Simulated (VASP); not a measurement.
# Tl12O (a cell with a defect) in VASP: notebook, part 2 of 2

VASP 6.6.1. The steps go on from the part before.

## 5. Molecular dynamics, PBE

The input, INCAR:

```
SYSTEM = Tl12O
PREC = Accurate
ENCUT = 520
EDIFF = 1E-5
ISMEAR = -1
SIGMA = 0.15
LREAL = .False.
LASPH = .True.
NELM = 100
ALGO = Normal
ISIF = 2
LWAVE = .False.
LCHARG = .False.
GGA = PE
IBRION = 0
NSW = 40
POTIM = 4.0
TEBEG = 1680.0
TEEND = 1680.0
ISYM = 0
NELMIN = 4
RANDOM_SEED = 934419 0 0
MDALGO = 1
ANDERSEN_PROB = 0.0
```

The input, KPOINTS:

```
Automatic mesh
0
Gamma
  2 1 2
  0 0 0
```

The input, POSCAR:

```
Tl12O
1.0
    6.9200000000      0.0000000000      0.0000000000
   -5.1900000000      8.9893440000      0.0000000000
    0.0000000000      0.0000000000      5.5325400000
Tl O
12 1
Direct
   -0.0450220900     -0.0030871900      0.0507664300
    0.1269817900      0.2148693600      0.5050960200
    0.0541064500      0.3246692700      0.0558779300
    0.2311054400      0.5814230200      0.5299020000
    0.0013216700      0.7127356200     -0.0099647600
    0.2619809600      0.9702601100      0.5087652400
    0.5039152100     -0.0224252700      0.0010987500
    0.6819185600      0.2713641700      0.4702505800
    0.4765027400      0.2965356500     -0.0986418800
    0.5869205900      0.5119016300      0.4851464600
    0.4525208900      0.6357803300     -0.0110473800
    0.6716268000      0.8390776000      0.5101334100
    0.7841211700      0.1346715700      0.7112107200
```

Potentials or basis: VASP PAW PBE potentials, release 64 (Tl_d, O).

The run is started by

```sh
> cat potpaw_PBE.64/Tl_d/POTCAR potpaw_PBE.64/O/POTCAR > POTCAR
> mpirun -np 1 vasp_std > vasp.out
```

OUTCAR:

```text
SYSTEM = Tl12O
   PREC = Accurate
   ENCUT = 520
   EDIFF = 1E-5
   ISMEAR = -1
   LREAL = .False.
   LASPH = .True.
   NELM = 100
   ISIF = 2
   GGA = PE
   IBRION = 0
   NSW = 40
   POTIM = 4.0
   TEBEG = 1680.0
   ISYM = 0
   NELMIN = 4

 ion  position               nearest neighbor table
   1  0.955  0.997  0.051-  13 2.94   7 3.04   3 3.12  12 3.13   5 3.14   2 3.19   6 3.41   9 3.49
                            12 3.50   2 3.60  11 3.64   6 3.76   7 3.91
   2  0.127  0.215  0.505-  13 2.38   3 2.88   9 3.05   6 3.11  10 3.14   1 3.19   3 3.38   8 3.42
                             4 3.50  12 3.59   8 3.59   1 3.60   9 3.96
   3  0.054  0.325  0.056-  13 2.71   2 2.88  11 3.04   1 3.12   9 3.20   8 3.28   2 3.38   4 3.50
                             4 3.72   7 3.72   9 3.95  10 3.98   8 4.00
   4  0.231  0.581  0.530-  11 2.87  12 2.88  10 2.90  11 3.28   3 3.50   2 3.50   8 3.56   5 3.61
                             3 3.72   5 3.93   6 3.94
   5  0.001  0.713  0.990-   1 3.14   7 3.18  11 3.47   6 3.56  11 3.59   4 3.61   6 3.72  10 3.75
                            10 3.79   4 3.93   9 4.05  12 4.12
   6  0.262  0.970  0.509-   8 3.03   2 3.11   7 3.18   7 3.25   1 3.41   5 3.56  12 3.60   9 3.66
                            12 3.71   5 3.72   1 3.76   4 3.94
   7  0.504  0.978  0.001-  13 2.41   1 3.04   5 3.18   6 3.18   6 3.25  11 3.38   9 3.45  12 3.53
                            12 3.61   8 3.71   3 3.72   1 3.91   8 3.96
   8  0.682  0.271  0.470-  13 2.30   9 2.85  10 2.88   6 3.03   3 3.28   2 3.42   9 3.52   4 3.56
                             2 3.59   7 3.71   7 3.96   3 4.00
   9  0.477  0.297  0.901-   8 2.85  10 3.03   2 3.05   3 3.20   7 3.45   1 3.49   8 3.52  11 3.64
                             6 3.66  10 3.78   3 3.95   2 3.96   5 4.05
  10  0.587  0.512  0.485-   8 2.88   4 2.90   9 3.03   2 3.14  12 3.15  11 3.35  11 3.39   5 3.75
                             9 3.78   5 3.79   3 3.98
  11  0.453  0.636  0.989-   4 2.87   3 3.04  12 3.25   4 3.28  10 3.35   7 3.38  10 3.39  12 3.44
                             5 3.47   5 3.59   1 3.64   9 3.64
  12  0.672  0.839  0.510-   4 2.88  13 2.98   1 3.13  10 3.15  11 3.25  11 3.44   1 3.50   7 3.53
                             2 3.59   6 3.60   7 3.61   6 3.71   5 4.12
  13  0.784  0.135  0.711-   8 2.30   2 2.38   7 2.41   3 2.71   1 2.94  12 2.98

IMPORTANT INFORMATION: All symmetrisations will be switched off!
NOSYMM: (Re-)initialisation of all symmetry stuff for point group C_1.

----------------------------------------------------------------------------------------

                                     Primitive cell

  volume of cell :     344.1586

  direct lattice vectors                    reciprocal lattice vectors
     6.920000000  0.000000000  0.000000000     0.144508671  0.083432117  0.000000000
    -5.190000000  8.989344000  0.000000000     0.000000000  0.111242823  0.000000000
     0.000000000  0.000000000  5.532540000     0.000000000  0.000000000  0.180748806

  length of vectors
     6.920000000 10.380000267  5.532540000     0.166864238  0.111242823  0.180748806

  position of ions in fractional coordinates (direct lattice)
     0.954977910  0.996912810  0.050766430
     0.126981790  0.214869360  0.505096020
     0.054106450  0.324669270  0.055877930
     0.231105440  0.581423020  0.529902000
     0.001321670  0.712735620  0.990035240
     0.261980960  0.970260110  0.508765240
     0.503915210  0.977574730  0.001098750
     0.681918560  0.271364170  0.470250580
     0.476502740  0.296535650  0.901358120
     0.586920590  0.511901630  0.485146460
     0.452520890  0.635780330  0.988952620
     0.671626800  0.839077600  0.510133410
     0.784121170  0.134671570  0.711210720

  ion indices of the primitive-cell ions
[... 74 lines left out ...]
   TEBEG  = 1680.0;   TEEND  =1680.0 temperature during run
   PSTRESS=    0.0 pullay stress
   NELECT =     162.0000    total number of electrons
   NUPDOWN=      -1.0000    fix difference up-down
   EMIN   =  10.00;   EMAX   =-10.00  energy-range for DOS
   EFERMI =   0.00;   METHOD = LEGACY
   ISMEAR =    -1;   SIGMA  =   0.15  broadening in eV -4-tet -1-fermi 0-gaus
   EFERMI_NEDOS =   21; number of points for ismear=-14 and -15
   IALGO  =     38    algorithm
   IMIX   =      4    mixing-type and parameters
     AMIX     =   0.40;   BMIX     =  1.00
     AMIX_MAG =   1.60;   BMIX_MAG =  1.00
  volume/ion in A,a.u.               =      26.47       178.65
  Fermi-wavevector in a.u.,A,eV,Ry     =   1.273484  2.406536 22.065417  1.621762
  Thomas-Fermi vector in A             =   2.406305
   LORBIT       =      0    0 simple, 1 ext, 2 COOP (PROOUT), +10 PAW based schemes
   GGA     = PE    functional components
   LHFCALC =     F    Hartree Fock is set to
   AEXX    =    0.0000 exact exchange contribution
   IVDW    =     0    specifies the selected vdW correction
   LEPSILON=     F    determine dielectric tensor
   LRPA    =     F    only Hartree local field effects (RPA)
 molecular dynamics for ions
 non-spin polarized calculation
  energy-cutoff  :      520.00
  volume of cell :      344.16
 maximum number of plane-waves:      9276
 NGX is ok and might be reduce to    54
   NGX = 25   NGY = 39   NGZ = 21

--------------------------------------- Ionic step        1  -------------------------------------------

 number of electron     162.0000002 magnetization

 Free energy of the ion-electron system (eV)
  ---------------------------------------------------
  ext. energy  EPLUGINS =         0.00000000
  ---------------------------------------------------
  free energy    TOTEN  =       -30.40673112 eV

  energy without entropy =      -30.04997801  energy(sigma->0) =      -30.22835456

------------------------ aborting loop because EDIFF is reached ----------------------------------------

  FORCE on cell =-STRESS in cart. coord.  units (eV):
  Direction    XX          YY          ZZ          XY          YZ          ZX
  --------------------------------------------------------------------------------------
  -------------------------------------------------------------------------------------
  Total       13.7609809     19.0237984     17.2576212     -6.9519868     -1.0290211      0.1249026
  in kB       64.0621215     88.5623558     80.3401904    -32.3639010     -4.7904488      0.5814647
  external PRESSURE =      77.6548892 kB  Pullay stress =       0.0000000 kB
[... 148 lines left out ...]
  ENERGY OF THE ELECTRON-ION-THERMOSTAT SYSTEM (eV)
  ---------------------------------------------------
% ion-electron   TOTEN  =       -30.328206  see above
  kinetic energy EKIN   =         2.508975
  kin. lattice  EKIN_LAT=         0.000000  (temperature 1617.51 K)
  nose potential ES     =         0.000000
  nose kinetic   EPS    =         0.000000
  ---------------------------------------------------
  total energy   ETOTAL =       -27.819232 eV

[... ionic steps 4 to 37 ...]

--------------------------------------- Ionic step       38  -------------------------------------------

 number of electron     162.0000000 magnetization

------------------------ aborting loop because EDIFF is reached ----------------------------------------
[... 109 lines left out ...]
--------------------------------------- Ionic step       40  -------------------------------------------

 number of electron     162.0000005 magnetization

 Free energy of the ion-electron system (eV)
  ---------------------------------------------------
  ext. energy  EPLUGINS =         0.00000000
  ---------------------------------------------------
  free energy    TOTEN  =       -31.10306956 eV

  energy without entropy =      -30.67982966  energy(sigma->0) =      -30.89144961

 E-fermi :   6.7632     XC(G=0): -10.2580

 val. band max:        6.7374862431   @ k =   0.0000   0.0000   0.5000
 cond. band min:       6.8133517157   @ k =   0.5000  -0.0000   0.5000
 fundamental gap:      0.0758654727
 Fermi energy:         6.7632169385

 k-point     1 :       0.0000    0.0000    0.0000
  band No.  band energies     occupation
      1     -11.4046      2.00000
      2      -5.4924      2.00000
      3      -5.4140      2.00000
      4      -5.3708      2.00000
      5      -5.3218      2.00000
      6      -5.2961      2.00000
[... 373 lines left out ...]
     92      10.2257      0.00000
     93      11.1158      0.00000
 [bands above 93 left out]

------------------------ aborting loop because EDIFF is reached ----------------------------------------

  FORCE on cell =-STRESS in cart. coord.  units (eV):
  Direction    XX          YY          ZZ          XY          YZ          ZX
  --------------------------------------------------------------------------------------
  -------------------------------------------------------------------------------------
  Total        9.4902766     16.5088176     17.6070712     -6.5018217     -1.9198869      0.9635158
  in kB       44.1805173     76.8542510     81.9670009    -30.2682271     -8.9377370      4.4854991
  external PRESSURE =      67.6672564 kB  Pullay stress =       0.0000000 kB
[... 34 lines left out ...]
  ENERGY OF THE ELECTRON-ION-THERMOSTAT SYSTEM (eV)
  ---------------------------------------------------
% ion-electron   TOTEN  =       -31.103070  see above
  kinetic energy EKIN   =         3.283859
  kin. lattice  EKIN_LAT=         0.000000  (temperature 2117.08 K)
  nose potential ES     =         0.000000
  nose kinetic   EPS    =         0.000000
  ---------------------------------------------------
  total energy   ETOTAL =       -27.819211 eV
```

Run time: 33 min. Hardware: 1 thread of AMD EPYC 9R45 (Zen 5), shared host; peak memory 0.63 GiB.

The path:
| step | potential energy change (eV) | largest force (eV/Å) | pressure (GPa) | volume (Å³) | temperature (K) |
| --- | --- | --- | --- | --- | --- |
| 1 | 0.0000 | 2.5630 | 7.77 | 344.16 | 1668 |
| 2 | 0.0363 | 2.5509 | 7.84 | 344.16 | 1645 |
| 3 | 0.0785 | 2.5407 | 7.92 | 344.16 | 1618 |
| 4 | 0.1239 | 2.5331 | 8.04 | 344.16 | 1588 |
| 5 | 0.1693 | 2.5228 | 8.12 | 344.16 | 1559 |
| 6 | 0.2121 | 2.5084 | 8.17 | 344.16 | 1532 |
| 7 | 0.2507 | 2.4873 | 8.23 | 344.16 | 1507 |
| 8 | 0.2847 | 2.4567 | 8.26 | 344.16 | 1485 |
| 9 | 0.3148 | 2.4151 | 8.29 | 344.16 | 1466 |
| 10 | 0.3422 | 2.3614 | 8.33 | 344.16 | 1448 |
| 11 | 0.3676 | 2.2959 | 8.35 | 344.16 | 1432 |
| 12 | 0.3914 | 2.2182 | 8.38 | 344.16 | 1416 |
| 13 | 0.4128 | 2.2963 | 8.41 | 344.16 | 1403 |
| 14 | 0.4304 | 2.3828 | 8.44 | 344.16 | 1391 |
| 15 | 0.4422 | 2.4482 | 8.47 | 344.16 | 1384 |
| 16 | 0.4454 | 2.4899 | 8.50 | 344.16 | 1382 |
| 17 | 0.4372 | 2.5055 | 8.51 | 344.16 | 1387 |
| 18 | 0.4146 | 2.4958 | 8.47 | 344.16 | 1402 |
| 19 | 0.3754 | 2.4617 | 8.41 | 344.16 | 1427 |
| 20 | 0.3186 | 2.4062 | 8.32 | 344.16 | 1464 |
| 21 | 0.2448 | 2.3310 | 8.19 | 344.16 | 1511 |
| 22 | 0.1565 | 2.2398 | 8.05 | 344.16 | 1568 |
| 23 | 0.0575 | 2.1364 | 7.89 | 344.16 | 1632 |
| 24 | -0.0475 | 2.0408 | 7.72 | 344.16 | 1699 |
| 25 | -0.1537 | 2.0123 | 7.57 | 344.16 | 1768 |
| 26 | -0.2570 | 1.9716 | 7.41 | 344.16 | 1834 |
| 27 | -0.3544 | 1.9201 | 7.28 | 344.16 | 1897 |
| 28 | -0.4441 | 1.8590 | 7.17 | 344.16 | 1954 |
| 29 | -0.5257 | 1.7885 | 7.07 | 344.16 | 2007 |
| 30 | -0.5996 | 1.7105 | 6.97 | 344.16 | 2055 |
| 31 | -0.6659 | 1.6267 | 6.86 | 344.16 | 2098 |
| 32 | -0.7245 | 1.5384 | 6.75 | 344.16 | 2135 |
| 33 | -0.7740 | 1.4468 | 6.66 | 344.16 | 2167 |
| 34 | -0.8121 | 1.3535 | 6.58 | 344.16 | 2192 |
| 35 | -0.8361 | 1.2597 | 6.53 | 344.16 | 2207 |
| 36 | -0.8438 | 1.3055 | 6.51 | 344.16 | 2212 |
| 37 | -0.8336 | 1.3717 | 6.51 | 344.16 | 2206 |
| 38 | -0.8052 | 1.4321 | 6.55 | 344.16 | 2187 |
| 39 | -0.7590 | 1.4857 | 6.66 | 344.16 | 2157 |
| 40 | -0.6963 | 1.5306 | 6.77 | 344.16 | 2117 |

Caveat: the k points lie up to 0.70 Å⁻¹ apart; spin-orbit coupling is left out, which moves the levels of the heavy elements.
